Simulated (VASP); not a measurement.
The system is MnSn3.

```
CELL_PARAMETERS angstrom
0.00000 3.59620 3.59620
3.59620 0.00000 3.59620
3.59620 3.59620 0.00000
ATOMIC_POSITIONS crystal
Sn 0.25000 0.25000 0.25000
Sn 0.75000 0.75000 0.75000
Sn 0.50000 0.50000 0.50000
Mn 0.00000 0.00000 0.00000
```

Base run:

```yaml
Program: VASP 6.6.1
Functional: PBEsol
Potentials_or_basis: VASP PAW PBE potentials, release 64 (Sn_d, Mn_pv)
Cutoff: 520 eV
k_mesh: 10 × 10 × 10
Occupations: gaussian, width 0.1 eV
Spin: no spin polarisation
```

Its results: band gap on the k mesh zero (an odd number of electrons rules out a gap without spin polarisation); pressure -7.2 GPa.

Task: The run is repeated on the same cell with these changes: functional from PBEsol to r2SCAN; further incar settings from ALGO = Fast; EDIFF = 1e-06; NBANDS = 36 to ALGO = Normal; EDIFF = 1e-06; NBANDS = 36. What comes out?

Result: Band gap on the k mesh zero (an odd number of electrons rules out a gap without spin polarisation); pressure -5.9 GPa.

Caveats: the cell stands under tension; the PAW data sets were made with another functional, which shifts forces and pressure a little; spin-orbit coupling is left out, which moves the levels of the heavy elements; the run has no spin polarisation, though such a crystal can be magnetic.
